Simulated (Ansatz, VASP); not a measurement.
Two plane-wave programs on In

```
CELL_PARAMETERS angstrom
-1.20929 1.94538 1.94538
1.94538 -1.20929 1.94538
1.94538 1.94538 -1.20929
ATOMIC_POSITIONS crystal
In 0.00000 0.00000 0.00000
```

Alike in both runs: task single point; functional PBE; k mesh 20 × 20 × 20; occupations gaussian, width 0.15 eV; no spin polarisation.

|  | VASP | Ansatz |
| --- | --- | --- |
| version | VASP 6.6.1 | Ansatz 0.2.0 |
| potentials or method | VASP PAW PBE potentials, release 64 (In_d), cutoff 520 eV | scalar-relativistic, plane waves, PAW |
| valence electrons in the cell | 13 | 13 |

VASP gave:

| Property | Result |
| --- | --- |
| gap on the k mesh at the Fermi level (eV) | none |
| pressure (GPa) | 3.9 |
| traceless stress, the component that is largest in VASP (GPa) | -0.70 |

**Question.** What did Ansatz give for the same quantities?

**Answer.** gap on the k mesh at the Fermi level (eV): none; pressure (GPa): 4.0; traceless stress, the component that is largest in VASP (GPa): -0.69.

A gap of «none» marks a metal or a gap that the smearing closes. With one functional, cell and mesh, what is left measures potentials, basis and numerics.
